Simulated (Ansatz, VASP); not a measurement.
## One calculation of CdS, two programs

```
Cd S
1.0
     0.00000    2.87850    2.87850
     2.87850    0.00000    2.87850
     2.87850    2.87850    0.00000
Cd S
1 1
Direct
  0.00000 0.00000 0.00000
  0.75000 0.75000 0.75000
```

Alike in both runs: functional LDA; k mesh 8 × 8 × 8; occupations gaussian, width 0.02 eV; no spin polarisation.

Ansatz relaxed the structure, and its values are those at the end. VASP's run is a single point on that final structure, the one shown.

|  | VASP | Ansatz |
| --- | --- | --- |
| version | VASP 6.6.1 | Ansatz 0.2.0 |
| potentials or method | VASP PAW LDA potentials, release 64 (Cd, S), cutoff 520 eV | scalar-relativistic, plane waves, PAW |
| valence electrons in the cell | 18 | 26 |

|  | VASP | Ansatz | Ansatz less VASP |
| --- | --- | --- | --- |
| gap on the k mesh at the Fermi level (eV) | 0.98 | 0.95 | -0.030 |
| least direct gap on the mesh (eV) | 0.98 | 0.95 | -0.030 |
| pressure (GPa) | 0.5 | 0.0 | -0.54 |

Ansatz warns that its potentials were made for another functional, while VASP's fit it. LDA's correlation is that of Perdew and Zunger in VASP and of Perdew and Wang (1992) in Ansatz. VASP's potentials hold 18 valence electrons a cell and Ansatz's 26, so a difference there can come from the potentials and not from the codes.
